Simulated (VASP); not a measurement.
# Lu (Pm-3m) in VASP: notebook

Runs on Lu. Level: LDA. Tasks: single point.

Everything below comes from runs of VASP 6.6.1. Logs are shortened: lines on timing, memory, paths and dates and some standing lists are left out, and cuts for length are marked.

**1. The cell of the first run**

The structure is cubic, space group Pm-3m (No. 221). The conventional cell has a = 2.738 Å, b = 2.738 Å, c = 2.738 Å, α = 90.00°, β = 90.00°, γ = 90.00°. Within 3.6 Å of Lu (site symmetry m-3m) lie 6 Lu at 2.74 Å.

**2. Single point, LDA**

INCAR reads:

```
SYSTEM = Lu
PREC = Accurate ; ENCUT = 520
EDIFF = 1E-7 ; ISMEAR = -1
SIGMA = 0.1 ; LREAL = .FALSE.
LASPH = .TRUE. ; NELM = 80
ALGO = Normal ; ISIF = 2
LWAVE = .FALSE. ; LCHARG = .FALSE.
GGA = CA ; NBANDS = 18
```

KPOINTS reads:

```
regular mesh
0
G
  15 15 15
  0 0 0
```

POSCAR reads:

```
Lu
1.0
    2.7375252778      0.0000000000      0.0000000000
    0.0000000000      2.7375252778      0.0000000000
    0.0000000000      0.0000000000      2.7375252778
Lu
1
Direct
    0.0000000000      0.0000000000      0.0000000000
```

Potentials or basis: VASP PAW PBE potentials, release 64 (Lu).

Command:

```bash
$ cat potpaw_PBE.64/Lu/POTCAR > POTCAR
$ mpirun -np 1 vasp_std > vasp.out
```

OUTCAR:

```text
SYSTEM = Lu
   PREC = Accurate
   ENCUT = 520
   EDIFF = 1E-7
   ISMEAR = -1
   LREAL = .FALSE.
   LASPH = .TRUE.
   NELM = 80
   ISIF = 2
   GGA = CA

 ion  position               nearest neighbor table
   1  0.000  0.000  0.000-

  LATTYP: Found a simple cubic cell.
 ALAT       =     2.7375252778

  Lattice vectors:

 A1 = (   2.7375252778,   0.0000000000,   0.0000000000)
 A2 = (   0.0000000000,   2.7375252778,   0.0000000000)
 A3 = (   0.0000000000,   0.0000000000,   2.7375252778)

Analysis of symmetry for initial positions (statically):
=====================================================================
 Subroutine PRICEL returns:
 Original cell was already a primitive cell.

 Routine SETGRP: Setting up the symmetry group for a
 simple cubic supercell.

 Subroutine GETGRP returns: Found 48 space group operations
 (whereof 48 operations were pure point group operations)
 out of a pool of 48 trial point group operations.

The static configuration has the point symmetry O_h .

Analysis of symmetry for dynamics (positions and initial velocities):
=====================================================================
 Subroutine PRICEL returns:
 Original cell was already a primitive cell.

 Routine SETGRP: Setting up the symmetry group for a
 simple cubic supercell.

 Subroutine GETGRP returns: Found 48 space group operations
 (whereof 48 operations were pure point group operations)
 out of a pool of 48 trial point group operations.

The dynamic configuration has the point symmetry O_h .

 Subroutine INISYM returns: Found 48 space group operations
 (whereof 48 operations are pure point group operations),
 and found     1 'primitive' translations

----------------------------------------------------------------------------------------

                                     Primitive cell

  volume of cell :      20.5151

  direct lattice vectors                    reciprocal lattice vectors
     2.737525278  0.000000000  0.000000000     0.365293431  0.000000000  0.000000000
     0.000000000  2.737525278  0.000000000     0.000000000  0.365293431  0.000000000
     0.000000000  0.000000000  2.737525278     0.000000000  0.000000000  0.365293431

  length of vectors
     2.737525278  2.737525278  2.737525278     0.365293431  0.365293431  0.365293431

[... 65 lines left out ...]
   ions per type =               1
   NGX,Y,Z   is equivalent  to a cutoff of  12.15, 12.15, 12.15 a.u.
   NGXF,Y,Z  is equivalent  to a cutoff of  24.29, 24.29, 24.29 a.u.
 SYSTEM =  Lu
   PREC   = accura    normal or accurate (medium, high low for compatibility)
   ISTART =      0    job   : 0-new  1-cont  2-samecut
   ICHARG =      2    charge: 1-file 2-atom 10-const
   ISPIN  =      1    spin polarized calculation?
   LNONCOLLINEAR =      F non collinear calculations
   LSORBIT =      F    spin-orbit coupling
   LASPH  =      T    aspherical Exc in radial PAW
   ENCUT  =  520.0 eV  38.22 Ry    6.18 a.u.   5.09  5.09  5.09*2*pi/ulx,y,z
   NELM   =     80;   NELMIN=  2; NELMDL= -5     # of ELM steps
   EDIFF  = 0.1E-06   stopping-criterion for ELM
   LREAL  =      F    real-space projection
   EDIFFG = 0.1E-05   stopping-criterion for IOM
   NSW    =      0    number of steps for IOM
   IBRION =     -1    ionic relax: 0-MD 1-quasi-New 2-CG
   NFREE  =      0    steps in history (QN), initial steepest desc. (CG)
   ISIF   =      2    stress and relaxation
   ISYM   =      2    0-nonsym 1-usesym 2-fastsym
   POTIM  = 0.5000    time-step for ionic-motion
   TEBEG  =    0.0;   TEEND  =   0.0 temperature during run
   PSTRESS=    0.0 pullay stress
   NELECT =      25.0000    total number of electrons
   NUPDOWN=      -1.0000    fix difference up-down
   EMIN   =  10.00;   EMAX   =-10.00  energy-range for DOS
   EFERMI =   0.00;   METHOD = LEGACY
   ISMEAR =    -1;   SIGMA  =   0.10  broadening in eV -4-tet -1-fermi 0-gaus
   EFERMI_NEDOS =   21; number of points for ismear=-14 and -15
   IALGO  =     38    algorithm
   IMIX   =      4    mixing-type and parameters
     AMIX     =   0.40;   BMIX     =  1.00
     AMIX_MAG =   1.60;   BMIX_MAG =  1.00
  volume/ion in A,a.u.               =      20.52       138.44
  Fermi-wavevector in a.u.,A,eV,Ry     =   1.748625  3.304422 41.602392  3.057690
  Thomas-Fermi vector in A             =   2.819696
   LORBIT       =      0    0 simple, 1 ext, 2 COOP (PROOUT), +10 PAW based schemes
   GGA     = CA    functional components
   LHFCALC =     F    Hartree Fock is set to
   AEXX    =    0.0000 exact exchange contribution
   IVDW    =     0    specifies the selected vdW correction
   LEPSILON=     F    determine dielectric tensor
   LRPA    =     F    only Hartree local field effects (RPA)
 non-spin polarized calculation
  energy-cutoff  :      520.00
  volume of cell :       20.52
 maximum number of plane-waves:       565
   NGX = 11   NGY = 11   NGZ = 11

 number of electron      25.0000001 magnetization

 Free energy of the ion-electron system (eV)
  ---------------------------------------------------
  ext. energy  EPLUGINS =         0.00000000
  ---------------------------------------------------
  free energy    TOTEN  =        -3.96230267 eV

  energy without entropy =       -3.91804909  energy(sigma->0) =       -3.94017588

 E-fermi :   3.3520     XC(G=0): -12.7961

 val. band max:        3.3359204384   @ k =   0.1333   0.1333   0.1333
 cond. band min:       3.3604227439   @ k =   0.2667   0.2000   0.0000
 fundamental gap:      0.0245023055
 Fermi energy:         3.3519930375

 k-point     1 :       0.0000    0.0000    0.0000
  band No.  band energies     occupation
      1     -52.4994      2.00000
      2     -22.4165      2.00000
      3     -22.4165      2.00000
      4     -22.4165      2.00000
      5      -3.1370      2.00000
      6      -1.6524      2.00000
[... 481 lines left out ...]
      5      -1.7646      2.00000
      6      -1.7131      2.00000
[... 10 lines left out ...]
     17      11.0681      0.00000
     18      15.6045      0.00000

 [... further k-points ...]
[... 5 lines left out ...]
  --------------------------------------------------------------------------------------
  -------------------------------------------------------------------------------------
  Total        2.6758671      2.6758671      2.6758671      0.0000000      0.0000000     -0.0000000
  in kB      208.9780643    208.9780643    208.9780643      0.0000000      0.0000000     -0.0000000
  external PRESSURE =     208.9780643 kB  Pullay stress =       0.0000000 kB

 VOLUME and BASIS-vectors are now :
 -----------------------------------------------------------------------------
  energy-cutoff  :      520.00
  volume of cell :       20.52
      direct lattice vectors                 reciprocal lattice vectors
     2.737525278  0.000000000  0.000000000     0.365293431  0.000000000  0.000000000
     0.000000000  2.737525278  0.000000000     0.000000000  0.365293431  0.000000000
     0.000000000  0.000000000  2.737525278     0.000000000  0.000000000  0.365293431

 POSITION                                       TOTAL-FORCE (eV/Angst)
 -----------------------------------------------------------------------------------
      0.00000      0.00000      0.00000         0.000000      0.000000      0.000000
 -----------------------------------------------------------------------------------
    total drift:                               -0.000000      0.000000     -0.000000

  FREE ENERGIE OF THE ION-ELECTRON SYSTEM (eV)
  ---------------------------------------------------
  free  energy   TOTEN  =        -3.9623026750 eV

  energy  without entropy=       -3.9180490873  energy(sigma->0) =       -3.94017588
```

It took 15 s on 1 thread of AMD EPYC 9R45 (Zen 5), shared host; peak memory 0.13 GiB.

Results:

```
Free energy : -3.9623 eV
Pressure    : 20.9 GPa
```

Levels at points of the mesh, in eV from the Fermi level:
```
           k point  band 10  band 11  band 12  band 13  band 14  band 15
(0.00, 0.00, 0.00)    -4.91    -4.91    -4.83    -1.32    -1.32     9.33
```

Caveat: the PAW data sets were made with another functional, which shifts forces and pressure a little; spin-orbit coupling is left out, which moves the levels of the heavy elements.

**3. Single point, LDA**

This run uses another cell than the first one, of 23.12 Å³/atom, 1.127 times its volume.

INCAR reads:

```
  PREC = Accurate
  ENCUT = 520
  EDIFF = 1E-6
  ISMEAR = -1
  SIGMA = 0.1
  LREAL = False
  LASPH = True
  NELM = 100
  ALGO = Normal
  ISIF = 2
  LWAVE = False
  LCHARG = False
  GGA = CA
  NBANDS = 18
```

KPOINTS reads:

```
regular mesh
0
Gamma
  15 15 15
```

POSCAR reads:

```
Lu
1.0
    2.8489948595      0.0000000000      0.0000000000
    0.0000000000      2.8489948595      0.0000000000
    0.0000000000      0.0000000000      2.8489948595
Lu
1
Direct
    0.0000000000      0.0000000000      0.0000000000
```

Potentials or basis: VASP PAW PBE potentials, release 64 (Lu).

Command:

```bash
$ cat potpaw_PBE.64/Lu/POTCAR > POTCAR
$ mpirun -np 1 vasp_std > vasp.out
```

Wall time 21 s (1 thread of AMD EPYC 9R45 (Zen 5), shared host); peak memory 0.14 GiB.

Results (log left out):

```
Free energy : -4.2106 eV
Pressure    : 10.1 GPa
```

Levels at points of the mesh, in eV from the Fermi level:
| k point | band 8 | band 9 | band 10 | band 11 | band 12 | band 13 | band 14 | band 15 | band 16 | band 17 |
| --- | --- | --- | --- | --- | --- | --- | --- | --- | --- | --- |
| (0.00, 0.00, 0.00) | -5.03 | -4.96 | -4.96 | -4.96 | -4.90 | -1.03 | -1.03 | 8.35 | 8.35 | 8.35 |

Caveat: the PAW data sets were made with another functional, which shifts forces and pressure a little; spin-orbit coupling is left out, which moves the levels of the heavy elements.
